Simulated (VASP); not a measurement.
# La2O3 (P-62m) in VASP: further runs

The runs below take La2O3 through single point, with LDA.

All numbers are computed with VASP 6.6.1; they aren't measurements. Logs are shortened: lines on timing, memory, paths and dates and some standing lists are left out, and cuts for length are marked.

**1. The cell of the first run**

Symmetry: P-62m, No. 189, hexagonal system. The conventional cell has a = 6.005 Å, b = 6.005 Å, c = 3.162 Å, α = 90.00°, β = 90.00°, γ = 120.00°. Within 3.2 Å of La (site symmetry -6) lie 6 O at 2.35 Å and 2 La at 3.16 Å. O (site symmetry m2m) has 4 La at 2.35 Å and 6 O at 3.00 to 3.16 Å within 3.2 Å.

**2. Single point, LDA**

INCAR

```
  PREC = Accurate
  ENCUT = 520
  EDIFF = 1E-6
  ISMEAR = 0
  SIGMA = 0.01
  LREAL = F
  LASPH = T
  NELM = 60
  ALGO = Normal
  ISIF = 2
  LWAVE = F
  LCHARG = F
  GGA = CA
  NBANDS = 28
```

KPOINTS

```
Automatic mesh
0
Gamma
  6 6 6
```

POSCAR

```
La2O3
1.0
    6.0053548264      0.0000000000      0.0000000000
   -3.0026774132      5.2007891868      0.0000000000
    0.0000000000      0.0000000000      3.1621167003
La O
2 3
Direct
    0.3333333333      0.6666666667      0.5000000000
    0.6666666667      0.3333333333      0.5000000000
    0.4919900000      0.4919900000      0.0000000000
    0.0000000000      0.5080100000      0.0000000000
    0.5080100000      0.0000000000      0.0000000000
```

Potentials or basis: VASP PAW LDA potentials, release 64 (La, O).

Run with:

```
$ cat potpaw_LDA.64/La/POTCAR potpaw_LDA.64/O/POTCAR > POTCAR
$ mpirun -np 1 vasp_std > vasp.out
```

OUTCAR:

```text
PREC = Accurate
   ENCUT = 520
   EDIFF = 1E-6
   ISMEAR = 0
   LREAL = F
   LASPH = T
   NELM = 60
   ISIF = 2
   GGA = CA

 ion  position               nearest neighbor table
   1  0.333  0.667  0.500-   5 2.35   5 2.35   3 2.35   3 2.35   4 2.35   4 2.35   2 3.47   2 3.47
                             2 3.47
   2  0.667  0.333  0.500-   5 2.35   5 2.35   4 2.35   4 2.35   3 2.35   3 2.35   1 3.47   1 3.47
                             1 3.47
   3  0.492  0.492  0.000-   1 2.35   1 2.35   2 2.35   2 2.35
   4  0.000  0.508  0.000-   2 2.35   2 2.35   1 2.35   1 2.35
   5  0.508  0.000  0.000-   2 2.35   2 2.35   1 2.35   1 2.35

  LATTYP: Found a hexagonal cell.
 ALAT       =     6.0053548264
 C/A-ratio  =     0.5265495198

  Lattice vectors:

 A1 = (   6.0053548264,   0.0000000000,   0.0000000000)
 A2 = (  -3.0026774132,   5.2007891868,   0.0000000000)
 A3 = (   0.0000000000,   0.0000000000,   3.1621167003)

Analysis of symmetry for initial positions (statically):
=====================================================================
 Subroutine PRICEL returns:
 Original cell was already a primitive cell.

 Routine SETGRP: Setting up the symmetry group for a
 hexagonal supercell.

 Subroutine GETGRP returns: Found 12 space group operations
 (whereof 12 operations were pure point group operations)
 out of a pool of 24 trial point group operations.

The static configuration has the point symmetry D_3h.

Analysis of symmetry for dynamics (positions and initial velocities):
=====================================================================
 Subroutine PRICEL returns:
 Original cell was already a primitive cell.

 Routine SETGRP: Setting up the symmetry group for a
 hexagonal supercell.

 Subroutine GETGRP returns: Found 12 space group operations
 (whereof 12 operations were pure point group operations)
 out of a pool of 24 trial point group operations.

The dynamic configuration has the point symmetry D_3h.

 Subroutine INISYM returns: Found 12 space group operations
 (whereof 12 operations are pure point group operations),
 and found     1 'primitive' translations

----------------------------------------------------------------------------------------

                                     Primitive cell

  volume of cell :      98.7611

  direct lattice vectors                    reciprocal lattice vectors
     6.005354826  0.000000000  0.000000000     0.166518054  0.096139255  0.000000000
    -3.002677413  5.200789187  0.000000000     0.000000000  0.192278511  0.000000000
     0.000000000  0.000000000  3.162116700     0.000000000  0.000000000  0.316243863

  length of vectors
     6.005354826  6.005354262  3.162116700     0.192278493  0.192278511  0.316243863

  position of ions in fractional coordinates (direct lattice)
     0.333333333  0.666666667  0.500000000
     0.666666667  0.333333333  0.500000000
     0.491990000  0.491990000  0.000000000
     0.000000000  0.508010000  0.000000000
     0.508010000  0.000000000  0.000000000

  ion indices of the primitive-cell ions
   primitive index   ion index
                 1           1
                 2           2
                 3           3
                 4           4
                 5           5

----------------------------------------------------------------------------------------

 KPOINTS: Automatic mesh

Automatic generation of k-mesh.
 Grid dimensions read from file:
 generate k-points for:    6    6    6

 Generating k-lattice:

  Cartesian coordinates                     Fractional coordinates (reciprocal lattice)
     0.027753009  0.016023209  0.000000000     0.166666667  0.000000000  0.000000000
     0.000000000  0.032046418  0.000000000     0.000000000  0.166666667  0.000000000
     0.000000000  0.000000000  0.052707310     0.000000000  0.000000000  0.166666667

  Length of vectors
     0.032046415  0.032046418  0.052707310

  Shift w.r.t. Gamma in fractional coordinates (k-lattice)
     0.000000000  0.000000000  0.000000000

 Subroutine IBZKPT returns following result:
 ===========================================

 Found     28 irreducible k-points:

 Following reciprocal coordinates:
            Coordinates               Weight
  0.000000  0.000000  0.000000      1.000000
  0.166667  0.000000  0.000000      6.000000
  0.333333 -0.000000  0.000000      6.000000
  0.500000  0.000000  0.000000      3.000000
  0.166667  0.166667  0.000000      6.000000
  0.333333  0.166667  0.000000     12.000000
[... 16 lines left out ...]
  0.166667  0.000000  0.500000      6.000000
  0.333333 -0.000000  0.500000      6.000000
 [... further k-points ...]
   k-points           NKPTS =     28   k-points in BZ     NKDIM =     28   number of bands    NBANDS=     28
   number of dos      NEDOS =    301   number of ions     NIONS =      5
   total plane-waves  NPLWV =  55296
   dimension x,y,z NGX =    48 NGY =   48 NGZ =   24
   dimension x,y,z NGXF=    96 NGYF=   96 NGZF=   48
   ions per type =               2   3
   NGX,Y,Z   is equivalent  to a cutoff of  13.29, 13.29, 12.62 a.u.
   NGXF,Y,Z  is equivalent  to a cutoff of  26.58, 26.58, 25.24 a.u.
 SYSTEM =  unknown system
   PREC   = accura    normal or accurate (medium, high low for compatibility)
   ISTART =      0    job   : 0-new  1-cont  2-samecut
   ICHARG =      2    charge: 1-file 2-atom 10-const
   ISPIN  =      1    spin polarized calculation?
   LNONCOLLINEAR =      F non collinear calculations
   LSORBIT =      F    spin-orbit coupling
   LASPH  =      T    aspherical Exc in radial PAW
   ENCUT  =  520.0 eV  38.22 Ry    6.18 a.u.  11.17 11.17  5.88*2*pi/ulx,y,z
   NELM   =     60;   NELMIN=  2; NELMDL= -5     # of ELM steps
   EDIFF  = 0.1E-05   stopping-criterion for ELM
   LREAL  =      F    real-space projection
   EDIFFG = 0.1E-04   stopping-criterion for IOM
   NSW    =      0    number of steps for IOM
   IBRION =     -1    ionic relax: 0-MD 1-quasi-New 2-CG
   NFREE  =      0    steps in history (QN), initial steepest desc. (CG)
   ISIF   =      2    stress and relaxation
   ISYM   =      2    0-nonsym 1-usesym 2-fastsym
   POTIM  = 0.5000    time-step for ionic-motion
   TEBEG  =    0.0;   TEEND  =   0.0 temperature during run
   PSTRESS=    0.0 pullay stress
   NELECT =      40.0000    total number of electrons
   NUPDOWN=      -1.0000    fix difference up-down
   EMIN   =  10.00;   EMAX   =-10.00  energy-range for DOS
   EFERMI =   0.00;   METHOD = LEGACY
   ISMEAR =     0;   SIGMA  =   0.01  broadening in eV -4-tet -1-fermi 0-gaus
   EFERMI_NEDOS =   21; number of points for ismear=-14 and -15
   IALGO  =     38    algorithm
   IMIX   =      4    mixing-type and parameters
     AMIX     =   0.40;   BMIX     =  1.00
     AMIX_MAG =   1.60;   BMIX_MAG =  1.00
  volume/ion in A,a.u.               =      19.75       133.29
  Fermi-wavevector in a.u.,A,eV,Ry     =   1.211247  2.288926 19.961386  1.467120
  Thomas-Fermi vector in A             =   2.346769
   LORBIT       =      0    0 simple, 1 ext, 2 COOP (PROOUT), +10 PAW based schemes
   GGA     = CA    functional components
   LHFCALC =     F    Hartree Fock is set to
   AEXX    =    0.0000 exact exchange contribution
   IVDW    =     0    specifies the selected vdW correction
   LEPSILON=     F    determine dielectric tensor
   LRPA    =     F    only Hartree local field effects (RPA)
 non-spin polarized calculation
 Gauss-broadening in eV      SIGMA  =   0.01
  energy-cutoff  :      520.00
  volume of cell :       98.76
 maximum number of plane-waves:      2700
 NGX is ok and might be reduce to    48
   NGX = 23   NGY = 23   NGZ = 11

 number of electron      40.0000002 magnetization

 Free energy of the ion-electron system (eV)
  ---------------------------------------------------
  ext. energy  EPLUGINS =         0.00000000
  ---------------------------------------------------
  free energy    TOTEN  =       -44.06636071 eV

  energy without entropy =      -44.06636071  energy(sigma->0) =      -44.06636071

 E-fermi :   4.8377     XC(G=0):  -9.3516

 val. band max:        4.7418834679   @ k =   0.0000   0.0000   0.5000
 cond. band min:       5.3131637142   @ k =   0.0000   0.0000   0.0000
 fundamental gap:      0.5712802463
 Fermi energy:         4.8377020949

 k-point     1 :       0.0000    0.0000    0.0000
  band No.  band energies     occupation
      1     -25.9444      2.00000
      2     -25.5391      2.00000
      3     -13.8043      2.00000
      4     -13.8043      2.00000
      5     -11.5583      2.00000
      6      -9.4686      2.00000
[... 20 lines left out ...]
     27       9.4769      0.00000
     28       9.5396      0.00000

 k-point     2 :       0.1667    0.0000    0.0000
  band No.  band energies     occupation
      1     -25.9219      2.00000
      2     -25.5646      2.00000
      3     -13.8102      2.00000
      4     -13.7089      2.00000
      5     -11.7805      2.00000
      6      -9.4350      2.00000
[... 20 lines left out ...]
     27       9.4901      0.00000
     28       9.4912      0.00000

 k-point     3 :       0.3333   -0.0000    0.0000
  band No.  band energies     occupation
      1     -25.8631      2.00000
      2     -25.6294      2.00000
      3     -13.8218      2.00000
      4     -13.4561      2.00000
      5     -12.2302      2.00000
      6      -9.3652      2.00000
[... 20 lines left out ...]
     27       9.5280      0.00000
     28       9.5343      0.00000

 k-point     4 :       0.5000    0.0000    0.0000
  band No.  band energies     occupation
      1     -25.8152      2.00000
      2     -25.6803      2.00000
      3     -13.8276      2.00000
      4     -13.2483      2.00000
      5     -12.5188      2.00000
      6      -9.3288      2.00000
[... 20 lines left out ...]
     27       9.5473      0.00000
     28       9.5640      0.00000

 k-point     5 :       0.1667    0.1667    0.0000
  band No.  band energies     occupation
      1     -25.8804      2.00000
      2     -25.6106      2.00000
      3     -13.8210      2.00000
      4     -13.5283      2.00000
      5     -12.1126      2.00000
      6      -9.3743      2.00000
[... 20 lines left out ...]
     27       9.5162      0.00000
     28       9.5294      0.00000

 k-point     6 :       0.3333    0.1667    0.0000
  band No.  band energies     occupation
      1     -25.8152      2.00000
      2     -25.6803      2.00000
      3     -13.8326      2.00000
      4     -13.2346      2.00000
      5     -12.5299      2.00000
      6      -9.3056      2.00000
[... 463 lines left out ...]
      5     -12.7845      2.00000
      6      -9.9421      2.00000
[... 20 lines left out ...]
     27       9.2897      0.00000
     28       9.3044      0.00000

 k-point    22 :       0.0000    0.0000    0.5000
  band No.  band energies     occupation
      1     -25.3708      2.00000
      2     -25.0785      2.00000
      3     -14.6711      2.00000
      4     -12.0784      2.00000
      5     -12.0784      2.00000
      6     -11.3355      2.00000
[... 20 lines left out ...]
     27       9.0079      0.00000
     28       9.1098      0.00000

 k-point    23 :       0.1667    0.0000    0.5000
  band No.  band energies     occupation
      1     -25.3542      2.00000
      2     -25.0964      2.00000
      3     -14.5954      2.00000
      4     -12.5937      2.00000
      5     -12.0792      2.00000
      6     -10.7286      2.00000
[... 20 lines left out ...]
     27       9.0977      0.00000
     28       9.1132      0.00000

 k-point    24 :       0.3333   -0.0000    0.5000
  band No.  band energies     occupation
      1     -25.3111      2.00000
      2     -25.1423      2.00000
      3     -14.3856      2.00000
      4     -13.2212      2.00000
      5     -12.0810      2.00000
      6     -10.1792      2.00000
[... 20 lines left out ...]
     27       9.1991      0.00000
     28       9.3330      0.00000

 [... further k-points ...]

------------------------ aborting loop because EDIFF is reached ----------------------------------------

  FORCE on cell =-STRESS in cart. coord.  units (eV):
  Direction    XX          YY          ZZ          XY          YZ          ZX
  --------------------------------------------------------------------------------------
  -------------------------------------------------------------------------------------
  Total        6.9922914      6.9922897      9.1923753      0.0000000      0.0000000      0.0000000
  in kB      113.4342717    113.4342432    149.1257068      0.0000000      0.0000000      0.0000000
  external PRESSURE =     125.3314072 kB  Pullay stress =       0.0000000 kB

 VOLUME and BASIS-vectors are now :
 -----------------------------------------------------------------------------
  energy-cutoff  :      520.00
  volume of cell :       98.76
      direct lattice vectors                 reciprocal lattice vectors
     6.005354826  0.000000000  0.000000000     0.166518054  0.096139255  0.000000000
    -3.002677413  5.200789187  0.000000000     0.000000000  0.192278511  0.000000000
     0.000000000  0.000000000  3.162116700     0.000000000  0.000000000  0.316243863

 POSITION                                       TOTAL-FORCE (eV/Angst)
 -----------------------------------------------------------------------------------
     -0.00000      3.46719      1.58106         0.000000      0.000000      0.000000
      3.00268      1.73360      1.58106         0.000000      0.000000      0.000000
      1.47729      2.55874      0.00000        -0.002982     -0.005165      0.000000
     -1.52539      2.64205      0.00000        -0.002982      0.005165     -0.000000
      3.05078      0.00000      0.00000         0.005964      0.000000      0.000000
 -----------------------------------------------------------------------------------
    total drift:                                0.000002      0.000000     -0.000000

  FREE ENERGIE OF THE ION-ELECTRON SYSTEM (eV)
  ---------------------------------------------------
  free  energy   TOTEN  =       -44.0663607089 eV

  energy  without entropy=      -44.0663607089  energy(sigma->0) =      -44.06636071
```

Run time: 73 s. Hardware: 1 thread of Intel Xeon Platinum 8488C (Sapphire Rapids), shared host; peak memory 0.23 GiB.

What came out:

| Quantity | Value |
| --- | --- |
| Free energy | -44.0664 eV |
| Pressure | 12.5 GPa |
| Largest force | 0.006 eV/Å |
| Band gap on the k mesh | 0.57 eV (least direct gap 1.52 eV) |

Forces in eV/Å, atoms in the order of the input:
```
La   0.000  0.000  0.000
La   0.000  0.000  0.000
O   -0.003 -0.005  0.000
O   -0.003  0.005  0.000
O    0.006  0.000  0.000
```

Stress tensor (GPa, compression positive):
```
11.34  0.00  0.00
 0.00 11.34  0.00
 0.00  0.00 14.91
```

Levels at points of the mesh, in eV from the valence-band top:
```tsv
k point	band 16	band 17	band 18	band 19	band 20	band 21	band 22	band 23	band 24	band 25
(0.00, 0.00, 0.00)	-3.02	-1.63	-1.63	-1.62	-0.95	0.57	2.82	3.61	3.61	4.73
(0.50, 0.00, 0.00)	-2.63	-2.59	-2.14	-1.81	-1.58	1.98	2.89	3.96	4.02	4.02
(0.00, 0.00, 0.50)	-2.17	-1.97	-1.97	-1.13	0.00	3.87	3.96	3.96	4.12	4.16
(0.50, 0.00, 0.50)	-2.50	-2.43	-2.17	-1.57	-1.01	3.80	4.18	4.22	4.29	4.36
```

Caveat: the cell stands under pressure; spin-orbit coupling is left out, which moves the levels of the heavy elements.

**3. Single point, LDA**

This run uses another cell than the first one, of 20.65 Å³/atom.

INCAR

```
SYSTEM = La2O3
PREC = Accurate ; ENCUT = 520
EDIFF = 1E-6 ; ISMEAR = 0
SIGMA = 0.01 ; LREAL = .FALSE.
LASPH = .TRUE. ; NELM = 60
ALGO = Normal ; ISIF = 2
LWAVE = .FALSE. ; LCHARG = .FALSE.
GGA = CA ; NBANDS = 28
```

KPOINTS

```
regular mesh
0
G
  6 6 6
  0 0 0
```

Changes to POSCAR since step 2:

```diff
@@ -2,5 +2,5 @@
 1.0
-    6.0053548264      0.0000000000      0.0000000000
-   -3.0026774132      5.2007891868      0.0000000000
-    0.0000000000      0.0000000000      3.1621167003
+    6.0950002044      0.0000000000      0.0000000000
+   -3.0475001022      5.2784243518      0.0000000000
+    0.0000000000      0.0000000000      3.2093194311
 La O
```

Potentials or basis: VASP PAW LDA potentials, release 64 (La, O).

Run with:

```
$ cat potpaw_LDA.64/La/POTCAR potpaw_LDA.64/O/POTCAR > POTCAR
$ mpirun -np 1 vasp_std > vasp.out
```

OUTCAR:

```text
SYSTEM = La2O3
   PREC = Accurate
   ENCUT = 520
   EDIFF = 1E-6
   ISMEAR = 0
   LREAL = .FALSE.
   LASPH = .TRUE.
   NELM = 60
   ISIF = 2
   GGA = CA

 ion  position               nearest neighbor table
   1  0.333  0.667  0.500-   5 2.38   5 2.38   3 2.38   3 2.38   4 2.38   4 2.38   2 3.52   2 3.52
                             2 3.52
   2  0.667  0.333  0.500-   5 2.38   5 2.38   4 2.38   4 2.38   3 2.38   3 2.38   1 3.52   1 3.52
                             1 3.52
   3  0.492  0.492  0.000-   1 2.38   1 2.38   2 2.38   2 2.38
   4  0.000  0.508  0.000-   2 2.38   2 2.38   1 2.38   1 2.38
[... 951 lines left out ...]
  -------------------------------------------------------------------------------------
  Total        3.8898530      3.8898521      4.0190468      0.0000000     -0.0000000      0.0000000
  in kB       60.3604966     60.3604815     62.3652508      0.0000000     -0.0000000      0.0000000
  external PRESSURE =      61.0287430 kB  Pullay stress =       0.0000000 kB

 VOLUME and BASIS-vectors are now :
 -----------------------------------------------------------------------------
  energy-cutoff  :      520.00
  volume of cell :      103.25
      direct lattice vectors                 reciprocal lattice vectors
     6.095000204  0.000000000  0.000000000     0.164068903  0.094725237  0.000000000
    -3.047500102  5.278424352  0.000000000     0.000000000  0.189450475  0.000000000
     0.000000000  0.000000000  3.209319431     0.000000000  0.000000000  0.311592542

 POSITION                                       TOTAL-FORCE (eV/Angst)
 -----------------------------------------------------------------------------------
     -0.00000      3.51895      1.60466        -0.000000      0.000000      0.000000
      3.04750      1.75947      1.60466        -0.000000      0.000000      0.000000
      1.49934      2.59693      0.00000         0.012792      0.022156     -0.000000
     -1.54816      2.68149      0.00000         0.012792     -0.022156      0.000000
      3.09632      0.00000      0.00000        -0.025584      0.000000      0.000000
 -----------------------------------------------------------------------------------
    total drift:                                0.000003      0.000001     -0.000000

  FREE ENERGIE OF THE ION-ELECTRON SYSTEM (eV)
  ---------------------------------------------------
  free  energy   TOTEN  =       -44.3270011058 eV

  energy  without entropy=      -44.3270011058  energy(sigma->0) =      -44.32700111
```

stdout:

```text
POSCAR found type information on POSCAR LaO
 POSCAR found :  2 types and       5 ions
 scaLAPACK will be used
 LDA part: xc-table for (Slater(with rela. corr.)+CA(PZ))
 , standard interpolation
 POSCAR, INCAR and KPOINTS ok, starting setup
 FFT: planning ... GRIDC
 FFT: planning ... GRID_SOFT
 FFT: planning ... GRID
 WAVECAR not read
 entering main loop
```

Run time: 76 s. Hardware: 1 thread of Intel Xeon Platinum 8488C (Sapphire Rapids), shared host; peak memory 0.23 GiB.

Results:

```
Free energy            : -44.3270 eV
Pressure               : 6.1 GPa
Largest force          : 0.026 eV/Å
Band gap on the k mesh : 0.88 eV (least direct gap 1.68 eV)
```

Forces in eV/Å, atoms in the order of the input:
```
La   0.000  0.000  0.000
La   0.000  0.000  0.000
O    0.013  0.022  0.000
O    0.013 -0.022  0.000
O   -0.026  0.000  0.000
```

Stress tensor (GPa, compression positive):
```
6.04 0.00 0.00
0.00 6.04 0.00
0.00 0.00 6.24
```

Caveat: the cell stands under pressure; spin-orbit coupling is left out, which moves the levels of the heavy elements. A k mesh can miss the band edges.
